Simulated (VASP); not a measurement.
# Fe (Fd-3m) in VASP: notebook

Fe is run at these levels: r2SCAN; tasks: single point.

Everything below comes from runs of VASP 6.6.1. Logs are shortened: lines on timing, memory, paths and dates and some standing lists are left out, and cuts for length are marked.

**1. The cell of the first run**

It takes space group Fd-3m (No. 227, cubic). Conventional cell: a = 4.937 Å, b = 4.937 Å, c = 4.937 Å, α = 90.00°, β = 90.00°, γ = 90.00°. Within 2.8 Å of Fe (site symmetry -43m) lie 4 Fe at 2.14 Å.

**2. Single point, r2SCAN (volume scaled by 1.08)**

POSCAR

```
Fe
1.0
    0.0000000000      2.4684855099      2.4684855099
    2.4684855099      0.0000000000      2.4684855099
    2.4684855099      2.4684855099      0.0000000000
Fe
2
Direct
    0.1250000000      0.1250000000      0.1250000000
    0.8750000000      0.8750000000      0.8750000000
```

INCAR.step1

```
  PREC = Accurate
  ENCUT = 520
  ISMEAR = -1
  SIGMA = 0.1
  LREAL = False
  LASPH = True
  NELM = 80
  NBANDS = 15
  GGA = PE
  ALGO = Normal
  EDIFF = 1E-4
  LWAVE = True
  LCHARG = False
```

INCAR.step2

```
  PREC = Accurate
  ENCUT = 520
  EDIFF = 1E-6
  ISMEAR = -1
  SIGMA = 0.1
  LREAL = False
  LASPH = True
  NELM = 80
  ALGO = Normal
  ISIF = 2
  LWAVE = False
  LCHARG = True
  METAGGA = R2SCAN
  LMIXTAU = True
  LELF = True
  LVHAR = True
  NBANDS = 15
  ISTART = 1
```

KPOINTS

```
Automatic mesh
0
Gamma
  13 13 13
```

Potentials or basis: VASP PAW PBE potentials, release 64 (Fe).

Run with:

```sh
cat potpaw_PBE.64/Fe/POTCAR > POTCAR
cp INCAR.step1 INCAR
mpirun -np 1 vasp_std > vasp.out
cp INCAR.step2 INCAR
mpirun -np 1 vasp_std > vasp.out
```

OUTCAR:

```text
PREC = Accurate
   ENCUT = 520
   EDIFF = 1E-6
   ISMEAR = -1
   LREAL = False
   LASPH = True
   NELM = 80
   ISIF = 2
   METAGGA = R2SCAN
   ISTART = 1

 ion  position               nearest neighbor table
   1  0.125  0.125  0.125-   2 2.14   2 2.14   2 2.14   2 2.14
   2  0.875  0.875  0.875-   1 2.14   1 2.14   1 2.14   1 2.14

  LATTYP: Found a face centered cubic cell.
 ALAT       =     4.9369710198

  Lattice vectors:

 A1 = (   0.0000000000,   2.4684855099,   2.4684855099)
 A2 = (   2.4684855099,   0.0000000000,   2.4684855099)
 A3 = (   2.4684855099,   2.4684855099,   0.0000000000)

Analysis of symmetry for initial positions (statically):
=====================================================================
 Subroutine PRICEL returns:
 Original cell was already a primitive cell.

 Routine SETGRP: Setting up the symmetry group for a
 face centered cubic supercell.

 Subroutine GETGRP returns: Found 48 space group operations
 (whereof 12 operations were pure point group operations)
 out of a pool of 48 trial point group operations.

The static configuration has the point symmetry D_3d.
 The point group associated with its full space group is O_h .

Analysis of symmetry for dynamics (positions and initial velocities):
=====================================================================
 Subroutine PRICEL returns:
 Original cell was already a primitive cell.

 Routine SETGRP: Setting up the symmetry group for a
 face centered cubic supercell.

 Subroutine GETGRP returns: Found 48 space group operations
 (whereof 12 operations were pure point group operations)
 out of a pool of 48 trial point group operations.

The dynamic configuration has the point symmetry D_3d.
 The point group associated with its full space group is O_h .

 Subroutine INISYM returns: Found 48 space group operations
 (whereof 12 operations are pure point group operations),
 and found     1 'primitive' translations

----------------------------------------------------------------------------------------

                                     Primitive cell

  volume of cell :      30.0830

  direct lattice vectors                    reciprocal lattice vectors
     0.000000000  2.468485510  2.468485510    -0.202553346  0.202553346  0.202553346
     2.468485510  0.000000000  2.468485510     0.202553346 -0.202553346  0.202553346
     2.468485510  2.468485510  0.000000000     0.202553346  0.202553346 -0.202553346

  length of vectors
     3.490965687  3.490965687  3.490965687     0.350832687  0.350832687  0.350832687

  position of ions in fractional coordinates (direct lattice)
     0.125000000  0.125000000  0.125000000
     0.875000000  0.875000000  0.875000000

  ion indices of the primitive-cell ions
   primitive index   ion index
                 1           1
                 2           2

----------------------------------------------------------------------------------------

 KPOINTS: Automatic mesh

Automatic generation of k-mesh.
 Grid dimensions read from file:
 generate k-points for:   13   13   13

 Generating k-lattice:

  Cartesian coordinates                     Fractional coordinates (reciprocal lattice)
    -0.015581027  0.015581027  0.015581027     0.076923077  0.000000000  0.000000000
     0.015581027 -0.015581027  0.015581027     0.000000000  0.076923077  0.000000000
     0.015581027  0.015581027 -0.015581027     0.000000000  0.000000000  0.076923077

  Length of vectors
     0.026987130  0.026987130  0.026987130

  Shift w.r.t. Gamma in fractional coordinates (k-lattice)
     0.000000000  0.000000000  0.000000000

 Subroutine IBZKPT returns following result:
 ===========================================

 Found     84 irreducible k-points:

 Following reciprocal coordinates:
            Coordinates               Weight
  0.000000  0.000000  0.000000      1.000000
  0.076923  0.000000  0.000000      8.000000
  0.153846  0.000000  0.000000      8.000000
  0.230769  0.000000  0.000000      8.000000
  0.307692  0.000000  0.000000      8.000000
  0.384615  0.000000  0.000000      8.000000
[... 16 lines left out ...]
  0.384615  0.153846  0.000000     24.000000
  0.461538  0.153846  0.000000     24.000000
 [... further k-points ...]
   k-points           NKPTS =     84   k-points in BZ     NKDIM =     84   number of bands    NBANDS=     15
   number of dos      NEDOS =    301   number of ions     NIONS =      2
   total plane-waves  NPLWV =  21952
   dimension x,y,z NGX =    28 NGY =   28 NGZ =   28
   dimension x,y,z NGXF=    56 NGYF=   56 NGZF=   56
   ions per type =               2
   NGX,Y,Z   is equivalent  to a cutoff of  13.33, 13.33, 13.33 a.u.
   NGXF,Y,Z  is equivalent  to a cutoff of  26.67, 26.67, 26.67 a.u.
 SYSTEM =  unknown system
   PREC   = accura    normal or accurate (medium, high low for compatibility)
   ISTART =      1    job   : 0-new  1-cont  2-samecut
   ICHARG =      0    charge: 1-file 2-atom 10-const
   ISPIN  =      1    spin polarized calculation?
   LNONCOLLINEAR =      F non collinear calculations
   LSORBIT =      F    spin-orbit coupling
   LASPH  =      T    aspherical Exc in radial PAW
   ENCUT  =  520.0 eV  38.22 Ry    6.18 a.u.   6.49  6.49  6.49*2*pi/ulx,y,z
   NELM   =     80;   NELMIN=  2; NELMDL=  0     # of ELM steps
   EDIFF  = 0.1E-05   stopping-criterion for ELM
   LREAL  =      F    real-space projection
[... 7 lines left out ...]
   TEBEG  =    0.0;   TEEND  =   0.0 temperature during run
   PSTRESS=    0.0 pullay stress
   NELECT =      16.0000    total number of electrons
   NUPDOWN=      -1.0000    fix difference up-down
   EMIN   =  10.00;   EMAX   =-10.00  energy-range for DOS
   EFERMI =   0.00;   METHOD = LEGACY
   ISMEAR =    -1;   SIGMA  =   0.10  broadening in eV -4-tet -1-fermi 0-gaus
   EFERMI_NEDOS =   21; number of points for ismear=-14 and -15
   IALGO  =     38    algorithm
   IMIX   =      4    mixing-type and parameters
     AMIX     =   0.40;   BMIX     =  1.00
     AMIX_MAG =   1.60;   BMIX_MAG =  1.00
  volume/ion in A,a.u.               =      15.04       101.51
  Fermi-wavevector in a.u.,A,eV,Ry     =   1.326399  2.506531 23.937203  1.759335
  Thomas-Fermi vector in A             =   2.455789
   LORBIT       =      0    0 simple, 1 ext, 2 COOP (PROOUT), +10 PAW based schemes
   METAGGA = R2SCAN    functional components
   LHFCALC =     F    Hartree Fock is set to
   AEXX    =    0.0000 exact exchange contribution
   IVDW    =     0    specifies the selected vdW correction
   LEPSILON=     F    determine dielectric tensor
   LRPA    =     F    only Hartree local field effects (RPA)
 non-spin polarized calculation
  energy-cutoff  :      520.00
  volume of cell :       30.08
 maximum number of plane-waves:       869
 NGX is ok and might be reduce to    28
   NGX = 13   NGY = 13   NGZ = 13

 number of electron      15.9999992 magnetization

 Free energy of the ion-electron system (eV)
  ---------------------------------------------------
  ext. energy  EPLUGINS =         0.00000000
  ---------------------------------------------------
  free energy    TOTEN  =       -24.99163973 eV

  energy without entropy =      -24.90694811  energy(sigma->0) =      -24.94929392

 E-fermi :   3.1928     XC(G=0): -12.0759

 val. band max:        3.1921171139   @ k =  -0.1538   0.1538   0.0000
 cond. band min:       3.1979958112   @ k =   0.4615   0.3077   0.0769
 fundamental gap:      0.0058786973
 Fermi energy:         3.1928196717

 k-point     1 :       0.0000    0.0000    0.0000
  band No.  band energies     occupation
      1      -3.5566      2.00000
      2       0.4733      2.00000
      3       0.4733      2.00000
      4       0.6818      2.00000
      5       0.6818      2.00000
      6       0.6818      2.00000
      7       2.8308      1.94782
      8       2.8308      1.94782
      9       2.8308      1.94782
     10       4.3768      0.00001
     11       4.3768      0.00001
     12      17.5871      0.00000
     13      17.5871      0.00000
     14      17.5872      0.00000
     15      17.8289      0.00000

 k-point     2 :       0.0769    0.0000    0.0000
  band No.  band energies     occupation
      1      -3.4335      2.00000
      2       0.3883      2.00000
      3       0.3883      2.00000
      4       0.6904      2.00000
      5       0.7996      2.00000
      6       0.7996      2.00000
      7       2.7653      1.97257
      8       2.8204      1.95286
      9       2.8204      1.95286
     10       4.3771      0.00001
     11       4.3771      0.00001
     12      15.3322      0.00000
     13      16.7252      0.00000
     14      16.7252      0.00000
     15      18.6042      0.00000

 k-point     3 :       0.1538    0.0000    0.0000
  band No.  band energies     occupation
      1      -3.0714      2.00000
      2       0.2970      2.00000
      3       0.2971      2.00000
      4       0.7223      2.00000
      5       0.9697      2.00000
      6       0.9698      2.00000
      7       2.5776      1.99575
      8       2.8096      1.95762
      9       2.8096      1.95761
     10       4.3731      0.00001
     11       4.3731      0.00001
     12      12.9141      0.00000
     13      15.8875      0.00000
     14      15.8875      0.00000
     15      18.0913      0.00000
[... 343 lines left out ...]
 k-point    23 :       0.3846    0.1538    0.0000
  band No.  band energies     occupation
      1      -1.1347      2.00000
      2      -0.0883      2.00000
      3       0.7328      2.00000
      4       0.8110      2.00000
      5       0.9265      2.00000
      6       1.3834      2.00000
      7       1.7797      2.00000
      8       3.1137      1.37624
      9       3.3340      0.39195
     10       3.9672      0.00087
     11       4.5147      0.00000
     12       8.0806      0.00000
     13      12.1356      0.00000
     14      12.9605      0.00000
     15      15.4561      0.00000

 k-point    24 :       0.4615    0.1538    0.0000
  band No.  band energies     occupation
      1      -0.4408      2.00000
      2      -0.0325      2.00000
      3       0.6748      2.00000
      4       0.7422      2.00000
      5       0.9620      2.00000
      6       1.3159      2.00000
      7       1.9299      1.99999
      8       3.2865      0.56309
      9       3.3053      0.49012
     10       4.0843      0.00027
     11       4.4394      0.00001
     12       6.4772      0.00000
     13      12.0618      0.00000
     14      12.1474      0.00000
     15      15.4229      0.00000

 [... further k-points ...]
[... 5 lines left out ...]
  --------------------------------------------------------------------------------------
  -------------------------------------------------------------------------------------
  Total       -2.2006711     -2.2006711     -2.2006711      0.0000000     -0.0000000     -0.0000000
  in kB     -117.2044153   -117.2044153   -117.2044153      0.0000000     -0.0000000     -0.0000000
  external PRESSURE =    -117.2044153 kB  Pullay stress =       0.0000000 kB

 VOLUME and BASIS-vectors are now :
 -----------------------------------------------------------------------------
  energy-cutoff  :      520.00
  volume of cell :       30.08
      direct lattice vectors                 reciprocal lattice vectors
     0.000000000  2.468485510  2.468485510    -0.202553346  0.202553346  0.202553346
     2.468485510  0.000000000  2.468485510     0.202553346 -0.202553346  0.202553346
     2.468485510  2.468485510  0.000000000     0.202553346  0.202553346 -0.202553346

 POSITION                                       TOTAL-FORCE (eV/Angst)
 -----------------------------------------------------------------------------------
      0.61712      0.61712      0.61712         0.000000      0.000000     -0.000000
      4.31985      4.31985      4.31985        -0.000000     -0.000000      0.000000
 -----------------------------------------------------------------------------------
    total drift:                                0.000000     -0.000000     -0.000000

  FREE ENERGIE OF THE ION-ELECTRON SYSTEM (eV)
  ---------------------------------------------------
  free  energy   TOTEN  =       -24.9916397288 eV

  energy  without entropy=      -24.9069481071  energy(sigma->0) =      -24.94929392
```

It took 1.7 min on 1 thread of Intel Xeon 6975P-C (Granite Rapids), shared host; peak memory 0.17 GiB.

Results:

```
Free energy            : -24.9916 eV
Pressure               : -11.7 GPa
Band gap on the k mesh : zero (band 8 reaches 3.57 eV, above the bottom of band 9 at 2.81 eV)
```

Caveat: the PAW data sets were made with another functional, which shifts forces and pressure a little; the run has no spin polarisation, though such a crystal can be magnetic. Spin polarisation is off, so any magnetic state and its effect on volume and gap are missing.

**3. Single point, r2SCAN (volume scaled by 1.12)**

POSCAR

```
Fe
1.0
    0.0000000000      2.4985919589      2.4985919589
    2.4985919589      0.0000000000      2.4985919589
    2.4985919589      2.4985919589      0.0000000000
Fe
2
Direct
    0.1250000000      0.1250000000      0.1250000000
    0.8750000000      0.8750000000      0.8750000000
```

INCAR.step1

```
SYSTEM = Fe
ALGO     = Normal         ! electronic algorithm
EDIFF    = 1E-4           ! SCF threshold, eV
ENCUT    = 520            ! plane-wave cutoff, eV
GGA      = PE             ! functional
ISMEAR   = -1             ! smearing method
LASPH    = .TRUE.         ! aspherical terms in the spheres
LCHARG   = .FALSE.        ! write CHGCAR
LREAL    = .FALSE.        ! projectors in reciprocal space
LWAVE    = .TRUE.         ! write WAVECAR
NBANDS   = 15             ! bands
NELM     = 100            ! most SCF steps
PREC     = Accurate       ! precision mode
SIGMA    = 0.1            ! smearing width, eV
```

INCAR.step2

```
SYSTEM = Fe
ALGO     = Normal         ! electronic algorithm
EDIFF    = 1E-6           ! SCF threshold, eV
ENCUT    = 520            ! plane-wave cutoff, eV
ISIF     = 2              ! what is computed and relaxed
ISMEAR   = -1             ! smearing method
ISTART   = 1            
LASPH    = .TRUE.         ! aspherical terms in the spheres
LCHARG   = .FALSE.        ! write CHGCAR
LMIXTAU  = .TRUE.       
LREAL    = .FALSE.        ! projectors in reciprocal space
LWAVE    = .FALSE.        ! write WAVECAR
METAGGA  = R2SCAN         ! meta-GGA
NBANDS   = 15             ! bands
NELM     = 100            ! most SCF steps
PREC     = Accurate       ! precision mode
SIGMA    = 0.1            ! smearing width, eV
```

KPOINTS

```
k-points
0
G
  13 13 13
  0 0 0
```

Potentials or basis: VASP PAW PBE potentials, release 64 (Fe).

Run with:

```sh
cat potpaw_PBE.64/Fe/POTCAR > POTCAR
cp INCAR.step1 INCAR
mpirun -np 1 vasp_std > vasp.out
cp INCAR.step2 INCAR
mpirun -np 1 vasp_std > vasp.out
```

OUTCAR:

```text
SYSTEM = Fe
   EDIFF = 1E-6
   ENCUT = 520
   ISIF = 2
   ISMEAR = -1
   ISTART = 1
   LASPH = .TRUE.
   LREAL = .FALSE.
   METAGGA = R2SCAN
   NELM = 100
   PREC = Accurate

 ion  position               nearest neighbor table
   1  0.125  0.125  0.125-   2 2.16   2 2.16   2 2.16   2 2.16
   2  0.875  0.875  0.875-   1 2.16   1 2.16   1 2.16   1 2.16

  LATTYP: Found a face centered cubic cell.
 ALAT       =     4.9971839178

  Lattice vectors:

 A1 = (   0.0000000000,   2.4985919589,   2.4985919589)
 A2 = (   2.4985919589,   0.0000000000,   2.4985919589)
 A3 = (   2.4985919589,   2.4985919589,   0.0000000000)

Analysis of symmetry for initial positions (statically):
=====================================================================
 Subroutine PRICEL returns:
 Original cell was already a primitive cell.

 Routine SETGRP: Setting up the symmetry group for a
 face centered cubic supercell.

 Subroutine GETGRP returns: Found 48 space group operations
 (whereof 12 operations were pure point group operations)
 out of a pool of 48 trial point group operations.

The static configuration has the point symmetry D_3d.
 The point group associated with its full space group is O_h .

Analysis of symmetry for dynamics (positions and initial velocities):
[... 168 lines left out ...]
      1      -3.6739      2.00000
      2       0.3137      2.00000
      3       0.3137      2.00000
      4       0.4915      2.00000
      5       0.4915      2.00000
      6       0.4915      2.00000
      7       2.5596      1.93699
      8       2.5596      1.93699
      9       2.5597      1.93699
     10       4.0174      0.00003
     11       4.0174      0.00003
     12      16.9109      0.00000
     13      16.9109      0.00000
     14      16.9110      0.00000
[... 401 lines left out ...]
      2      -0.1674      2.00000
      3       0.4946      2.00000
      4       0.5451      2.00000
      5       0.7780      2.00000
      6       1.0918      2.00000
      7       1.6922      1.99999
      8       2.9835      0.61466
      9       3.0162      0.48451
     10       3.7489      0.00042
     11       4.0850      0.00001
     12       6.0549      0.00000
     13      11.5043      0.00000
     14      11.6026      0.00000
     15      14.8831      0.00000

 [... further k-points ...]
[... 5 lines left out ...]
  --------------------------------------------------------------------------------------
  -------------------------------------------------------------------------------------
  Total       -3.0302413     -3.0302413     -3.0302413      0.0000000      0.0000000      0.0000000
  in kB     -155.6222826   -155.6222826   -155.6222826      0.0000000      0.0000000      0.0000000
  external PRESSURE =    -155.6222826 kB  Pullay stress =       0.0000000 kB

 VOLUME and BASIS-vectors are now :
 -----------------------------------------------------------------------------
  energy-cutoff  :      520.00
  volume of cell :       31.20
      direct lattice vectors                 reciprocal lattice vectors
     0.000000000  2.498591959  2.498591959    -0.200112707  0.200112707  0.200112707
     2.498591959  0.000000000  2.498591959     0.200112707 -0.200112707  0.200112707
     2.498591959  2.498591959  0.000000000     0.200112707  0.200112707 -0.200112707

 POSITION                                       TOTAL-FORCE (eV/Angst)
 -----------------------------------------------------------------------------------
      0.62465      0.62465      0.62465         0.000000      0.000000      0.000000
      4.37254      4.37254      4.37254        -0.000000     -0.000000     -0.000000
 -----------------------------------------------------------------------------------
    total drift:                                0.000000     -0.000000     -0.000000

  FREE ENERGIE OF THE ION-ELECTRON SYSTEM (eV)
  ---------------------------------------------------
  free  energy   TOTEN  =       -24.8960111236 eV

  energy  without entropy=      -24.8074987061  energy(sigma->0) =      -24.85175491
```

Run time: 95 s. Hardware: 1 thread of Intel Xeon 6975P-C (Granite Rapids), shared host; peak memory 0.17 GiB.

Results:

```yaml
Free_energy: -24.8960 eV
Pressure: -15.6 GPa
Band_gap_on_the_k_mesh: zero (band 8 reaches 3.25 eV, above the bottom of band 9 at 2.54 eV)
```

Caveat: the PAW data sets were made with another functional, which shifts forces and pressure a little; the run has no spin polarisation, though such a crystal can be magnetic. Spin polarisation is off, so any magnetic state and its effect on volume and gap are missing.

(Part 1 of 2 ends here.)
